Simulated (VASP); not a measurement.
# InGaSe (P4/mmm) in VASP: a series of runs

Runs on InGaSe. Level: PBE. Tasks: single point, relaxation of cell and atoms.

Program: VASP 6.6.1. These are calculated values, not measurements. Logs are shortened: lines on timing, memory, paths and dates and some standing lists are left out, and cuts for length are marked.

## (1) The cell of the first run

The structure is tetragonal, space group P4/mmm (No. 123). The conventional cell has a = 3.512 Å, b = 3.512 Å, c = 6.012 Å, α = 90.00°, β = 90.00°, γ = 90.00°. In (site symmetry 4/mmm) has 4 Ga at 2.48 Å within 3.3 Å. Ga (site symmetry 4/mmm) has 4 In at 2.48 Å and 2 Se at 3.01 Å within 3.3 Å. Se (site symmetry 4/mmm) has 2 Ga at 3.01 Å and 4 Se at 3.51 Å and 8 In at 3.90 Å within 4.0 Å.

## (2) Single point, PBE

INCAR reads:

```
  ALGO = Normal
  EDIFF = 1E-6
  ENCUT = 520
  GGA = PE
  ISIF = 2
  ISMEAR = 0
  LASPH = T
  LCHARG = F
  LREAL = F
  LWAVE = F
  NBANDS = 23
  NELM = 60
  PREC = Accurate
  SIGMA = 0.1
```

KPOINTS reads:

```
k-points
0
Gamma
  6 6 4
```

POSCAR reads:

```
InGaSe
1.0
    3.5120604900      0.0000000000      0.0000000000
    0.0000000000      3.5120604900      0.0000000000
    0.0000000000      0.0000000000      6.0121803500
In Ga Se
1 1 1
Direct
    0.0000000000      0.0000000000      0.0000000000
    0.5000000000      0.5000000000      0.0000000000
    0.5000000000      0.5000000000      0.5000000000
```

Potentials or basis: VASP PAW PBE potentials, release 64 (In_d, Ga_d, Se).

Started as:

```sh
> cat potpaw_PBE.64/In_d/POTCAR potpaw_PBE.64/Ga_d/POTCAR potpaw_PBE.64/Se/POTCAR > POTCAR
> mpirun -np 1 vasp_std > vasp.out
```

OUTCAR:

```text
EDIFF = 1E-6
   ENCUT = 520
   GGA = PE
   ISIF = 2
   ISMEAR = 0
   LASPH = T
   LREAL = F
   NELM = 60
   PREC = Accurate

 ion  position               nearest neighbor table
   1  0.000  0.000  0.000-   2 2.48   2 2.48   2 2.48   2 2.48
   2  0.500  0.500  0.000-   1 2.48   1 2.48   1 2.48   1 2.48
   3  0.500  0.500  0.500-

  LATTYP: Found a simple tetragonal cell.
 ALAT       =     3.5120604900
 C/A-ratio  =     1.7118669702

  Lattice vectors:

 A1 = (   3.5120604900,   0.0000000000,   0.0000000000)
 A2 = (   0.0000000000,   3.5120604900,   0.0000000000)
 A3 = (   0.0000000000,   0.0000000000,   6.0121803500)

Analysis of symmetry for initial positions (statically):
=====================================================================
 Subroutine PRICEL returns:
 Original cell was already a primitive cell.

 Routine SETGRP: Setting up the symmetry group for a
 simple tetragonal supercell.

 Subroutine GETGRP returns: Found 16 space group operations
 (whereof 16 operations were pure point group operations)
 out of a pool of 16 trial point group operations.

The static configuration has the point symmetry D_4h.

Analysis of symmetry for dynamics (positions and initial velocities):
=====================================================================
 Subroutine PRICEL returns:
 Original cell was already a primitive cell.

 Routine SETGRP: Setting up the symmetry group for a
 simple tetragonal supercell.

 Subroutine GETGRP returns: Found 16 space group operations
 (whereof 16 operations were pure point group operations)
 out of a pool of 16 trial point group operations.

The dynamic configuration has the point symmetry D_4h.

 Subroutine INISYM returns: Found 16 space group operations
 (whereof 16 operations are pure point group operations),
 and found     1 'primitive' translations

----------------------------------------------------------------------------------------

                                     Primitive cell

  volume of cell :      74.1577

  direct lattice vectors                    reciprocal lattice vectors
     3.512060490  0.000000000  0.000000000     0.284733137  0.000000000  0.000000000
     0.000000000  3.512060490  0.000000000     0.000000000  0.284733137  0.000000000
     0.000000000  0.000000000  6.012180350     0.000000000  0.000000000  0.166329009

  length of vectors
     3.512060490  3.512060490  6.012180350     0.284733137  0.284733137  0.166329009

  position of ions in fractional coordinates (direct lattice)
     0.000000000  0.000000000  0.000000000
     0.500000000  0.500000000  0.000000000
     0.500000000  0.500000000  0.500000000

  ion indices of the primitive-cell ions
   primitive index   ion index
                 1           1
                 2           2
                 3           3

----------------------------------------------------------------------------------------

 KPOINTS: k-points

Automatic generation of k-mesh.
 Grid dimensions read from file:
 generate k-points for:    6    6    4

 Generating k-lattice:

  Cartesian coordinates                     Fractional coordinates (reciprocal lattice)
     0.047455523  0.000000000  0.000000000     0.166666667  0.000000000  0.000000000
     0.000000000  0.047455523  0.000000000     0.000000000  0.166666667  0.000000000
     0.000000000  0.000000000  0.041582252     0.000000000  0.000000000  0.250000000

  Length of vectors
     0.047455523  0.047455523  0.041582252

  Shift w.r.t. Gamma in fractional coordinates (k-lattice)
     0.000000000  0.000000000  0.000000000

 Subroutine IBZKPT returns following result:
 ===========================================

 Found     30 irreducible k-points:

 Following reciprocal coordinates:
            Coordinates               Weight
  0.000000  0.000000  0.000000      1.000000
  0.166667  0.000000  0.000000      4.000000
  0.333333  0.000000  0.000000      4.000000
  0.500000  0.000000  0.000000      2.000000
  0.166667  0.166667  0.000000      4.000000
  0.333333  0.166667  0.000000      8.000000
[... 16 lines left out ...]
  0.333333  0.000000  0.500000      4.000000
  0.500000  0.000000  0.500000      2.000000
 [... further k-points ...]
   k-points           NKPTS =     30   k-points in BZ     NKDIM =     30   number of bands    NBANDS=     23
   number of dos      NEDOS =    301   number of ions     NIONS =      3
   total plane-waves  NPLWV =  37632
   dimension x,y,z NGX =    28 NGY =   28 NGZ =   48
   dimension x,y,z NGXF=    56 NGYF=   56 NGZF=   96
   ions per type =               1   1   1
   NGX,Y,Z   is equivalent  to a cutoff of  13.25, 13.25, 13.27 a.u.
   NGXF,Y,Z  is equivalent  to a cutoff of  26.51, 26.51, 26.55 a.u.
 SYSTEM =  unknown system
   PREC   = accura    normal or accurate (medium, high low for compatibility)
   ISTART =      0    job   : 0-new  1-cont  2-samecut
   ICHARG =      2    charge: 1-file 2-atom 10-const
   ISPIN  =      1    spin polarized calculation?
   LNONCOLLINEAR =      F non collinear calculations
   LSORBIT =      F    spin-orbit coupling
   LASPH  =      T    aspherical Exc in radial PAW
   ENCUT  =  520.0 eV  38.22 Ry    6.18 a.u.   6.53  6.53 11.18*2*pi/ulx,y,z
   NELM   =     60;   NELMIN=  2; NELMDL= -5     # of ELM steps
   EDIFF  = 0.1E-05   stopping-criterion for ELM
   LREAL  =      F    real-space projection
   EDIFFG = 0.1E-04   stopping-criterion for IOM
   NSW    =      0    number of steps for IOM
   IBRION =     -1    ionic relax: 0-MD 1-quasi-New 2-CG
   NFREE  =      0    steps in history (QN), initial steepest desc. (CG)
   ISIF   =      2    stress and relaxation
   ISYM   =      2    0-nonsym 1-usesym 2-fastsym
   POTIM  = 0.5000    time-step for ionic-motion
   TEBEG  =    0.0;   TEEND  =   0.0 temperature during run
   PSTRESS=    0.0 pullay stress
   NELECT =      32.0000    total number of electrons
   NUPDOWN=      -1.0000    fix difference up-down
   EMIN   =  10.00;   EMAX   =-10.00  energy-range for DOS
   EFERMI =   0.00;   METHOD = LEGACY
   ISMEAR =     0;   SIGMA  =   0.10  broadening in eV -4-tet -1-fermi 0-gaus
   EFERMI_NEDOS =   21; number of points for ismear=-14 and -15
   IALGO  =     38    algorithm
   IMIX   =      4    mixing-type and parameters
     AMIX     =   0.40;   BMIX     =  1.00
     AMIX_MAG =   1.60;   BMIX_MAG =  1.00
  volume/ion in A,a.u.               =      24.72       166.81
  Fermi-wavevector in a.u.,A,eV,Ry     =   1.237104  2.337787 20.822710  1.530426
  Thomas-Fermi vector in A             =   2.371685
   LORBIT       =      0    0 simple, 1 ext, 2 COOP (PROOUT), +10 PAW based schemes
   GGA     = PE    functional components
   LHFCALC =     F    Hartree Fock is set to
   AEXX    =    0.0000 exact exchange contribution
   IVDW    =     0    specifies the selected vdW correction
   LEPSILON=     F    determine dielectric tensor
   LRPA    =     F    only Hartree local field effects (RPA)
 non-spin polarized calculation
 Gauss-broadening in eV      SIGMA  =   0.10
  energy-cutoff  :      520.00
  volume of cell :       74.16
 maximum number of plane-waves:      2031
 NGX is ok and might be reduce to    28
   NGX = 13   NGY = 13   NGZ = 23

 number of electron      32.0000022 magnetization

 Free energy of the ion-electron system (eV)
  ---------------------------------------------------
  ext. energy  EPLUGINS =         0.00000000
  ---------------------------------------------------
  free energy    TOTEN  =        -7.15608444 eV

  energy without entropy =       -7.15211775  energy(sigma->0) =       -7.15410109

 E-fermi :   4.4734     XC(G=0):  -9.7000

 val. band max:        4.3985137464   @ k =   0.3333   0.3333   0.5000
 cond. band min:       4.5390318574   @ k =   0.0000   0.0000   0.0000
 fundamental gap:      0.1405181110
 Fermi energy:         4.4734128732

 k-point     1 :       0.0000    0.0000    0.0000
  band No.  band energies     occupation
      1     -11.5661      2.00000
      2     -11.2660      2.00000
      3     -11.1205      2.00000
      4     -10.7392      2.00000
      5     -10.7392      2.00000
      6     -10.1552      2.00000
[... 15 lines left out ...]
     22      12.7040      0.00000
     23      13.8275      0.00000

 k-point     2 :       0.1667    0.0000    0.0000
  band No.  band energies     occupation
      1     -11.4602      2.00000
      2     -11.1660      2.00000
      3     -11.0292      2.00000
      4     -10.7203      2.00000
      5     -10.7086      2.00000
      6     -10.1930      2.00000
[... 15 lines left out ...]
     22      12.6223      0.00000
     23      14.4519      0.00000

 k-point     3 :       0.3333    0.0000    0.0000
  band No.  band energies     occupation
      1     -11.1554      2.00000
      2     -10.9099      2.00000
      3     -10.8164      2.00000
      4     -10.6656      2.00000
      5     -10.6341      2.00000
      6     -10.3238      2.00000
[... 15 lines left out ...]
     22      12.8490      0.00000
     23      13.7349      0.00000

 k-point     4 :       0.5000    0.0000    0.0000
  band No.  band energies     occupation
      1     -10.7574      2.00000
      2     -10.6941      2.00000
      3     -10.6168      2.00000
      4     -10.6106      2.00000
      5     -10.6034      2.00000
      6     -10.5833      2.00000
[... 15 lines left out ...]
     22      12.4706      0.00000
     23      13.5631      0.00000

 k-point     5 :       0.1667    0.1667    0.0000
  band No.  band energies     occupation
      1     -11.4175      2.00000
      2     -11.0728      2.00000
      3     -10.9067      2.00000
      4     -10.7687      2.00000
      5     -10.6300      2.00000
      6     -10.2852      2.00000
[... 15 lines left out ...]
     22      12.5813      0.00000
     23      13.1936      0.00000

 k-point     6 :       0.3333    0.1667    0.0000
  band No.  band energies     occupation
      1     -11.2413      2.00000
      2     -10.8415      2.00000
      3     -10.7639      2.00000
      4     -10.6809      2.00000
      5     -10.6072      2.00000
      6     -10.4777      2.00000
[... 15 lines left out ...]
     22      12.6775      0.00000
     23      14.1561      0.00000

 k-point     7 :       0.5000    0.1667    0.0000
  band No.  band energies     occupation
      1     -10.9293      2.00000
      2     -10.9240      2.00000
      3     -10.6972      2.00000
      4     -10.6941      2.00000
      5     -10.6401      2.00000
      6     -10.3961      2.00000
[... 353 lines left out ...]
     22      10.5352      0.00000
     23      11.5656      0.00000

 k-point    21 :       0.0000    0.0000    0.5000
  band No.  band energies     occupation
      1     -11.5660      2.00000
      2     -11.2660      2.00000
      3     -11.1185      2.00000
      4     -10.7394      2.00000
      5     -10.7394      2.00000
      6     -10.1491      2.00000
[... 15 lines left out ...]
     22      12.2617      0.00000
     23      15.5563      0.00000

 k-point    22 :       0.1667    0.0000    0.5000
  band No.  band energies     occupation
      1     -11.4602      2.00000
      2     -11.1659      2.00000
      3     -11.0266      2.00000
      4     -10.7208      2.00000
      5     -10.7089      2.00000
      6     -10.1910      2.00000
[... 15 lines left out ...]
     22      12.9017      0.00000
     23      14.5797      0.00000

 k-point    23 :       0.3333    0.0000    0.5000
  band No.  band energies     occupation
      1     -11.1554      2.00000
      2     -10.9097      2.00000
      3     -10.8123      2.00000
      4     -10.6664      2.00000
      5     -10.6343      2.00000
      6     -10.3200      2.00000
[... 15 lines left out ...]
     22      12.3701      0.00000
     23      12.9016      0.00000

 k-point    24 :       0.5000    0.0000    0.5000
  band No.  band energies     occupation
      1     -10.7574      2.00000
      2     -10.6924      2.00000
      3     -10.6173      2.00000
      4     -10.6105      2.00000
      5     -10.5972      2.00000
      6     -10.5835      2.00000
[... 15 lines left out ...]
     22      11.4787      0.00000
     23      12.9781      0.00000

 [... further k-points ...]
[... 5 lines left out ...]
  --------------------------------------------------------------------------------------
  -------------------------------------------------------------------------------------
  Total        9.2970170      9.2970170     -4.2802466      0.0000000      0.0000000     -0.0000000
  in kB      200.8622092    200.8622092    -92.4747986      0.0000000      0.0000000     -0.0000000
  external PRESSURE =     103.0832066 kB  Pullay stress =       0.0000000 kB

 VOLUME and BASIS-vectors are now :
 -----------------------------------------------------------------------------
  energy-cutoff  :      520.00
  volume of cell :       74.16
      direct lattice vectors                 reciprocal lattice vectors
     3.512060490  0.000000000  0.000000000     0.284733137  0.000000000  0.000000000
     0.000000000  3.512060490  0.000000000     0.000000000  0.284733137  0.000000000
     0.000000000  0.000000000  6.012180350     0.000000000  0.000000000  0.166329009

 POSITION                                       TOTAL-FORCE (eV/Angst)
 -----------------------------------------------------------------------------------
      0.00000      0.00000      0.00000         0.000000      0.000000      0.000000
      1.75603      1.75603      0.00000         0.000000      0.000000      0.000000
      1.75603      1.75603      3.00609         0.000000      0.000000      0.000000
 -----------------------------------------------------------------------------------
    total drift:                                0.000000      0.000000     -0.000000

  FREE ENERGIE OF THE ION-ELECTRON SYSTEM (eV)
  ---------------------------------------------------
  free  energy   TOTEN  =        -7.1560844366 eV

  energy  without entropy=       -7.1521177502  energy(sigma->0) =       -7.15410109
```

Wall time 20 s (1 thread of Intel Xeon 6975P-C (Granite Rapids), shared host); peak memory 0.22 GiB.

What came out:

```
Free energy            : -7.1561 eV
Pressure               : 10.3 GPa
Band gap on the k mesh : zero (band 16 reaches 6.23 eV, above the bottom of band 17 at 2.26 eV)
```

Levels at points of the mesh, in eV from the Fermi level:
| k point | band 12 | band 13 | band 14 | band 15 | band 16 | band 17 | band 18 | band 19 | band 20 | band 21 |
| --- | --- | --- | --- | --- | --- | --- | --- | --- | --- | --- |
| (0.00, 0.00, 0.00) | -9.47 | -4.36 | 0.07 | 0.07 | 1.75 | 1.75 | 2.54 | 3.62 | 6.26 | 6.87 |
| (0.50, 0.00, 0.00) | -6.95 | -6.66 | -2.78 | -2.48 | 0.87 | 1.01 | 5.38 | 5.38 | 5.93 | 6.49 |
| (0.50, 0.50, 0.00) | -3.94 | -3.94 | -3.35 | -2.74 | -2.06 | -1.60 | -1.60 | 3.55 | 5.25 | 5.25 |
| (0.00, 0.00, 0.50) | -10.10 | -1.44 | -1.37 | 0.48 | 0.48 | 1.14 | 1.14 | 4.23 | 5.51 | 6.70 |
| (0.50, 0.00, 0.50) | -7.54 | -6.52 | -3.26 | -0.62 | 0.93 | 1.86 | 2.88 | 5.06 | 6.01 | 6.97 |
| (0.50, 0.50, 0.50) | -4.33 | -3.63 | -3.63 | -2.68 | -2.21 | -2.21 | 0.63 | 2.54 | 3.00 | 7.85 |

Caveat: spin-orbit coupling is left out, which moves the levels of the heavy elements.

(Part 1 of 2 ends here.)
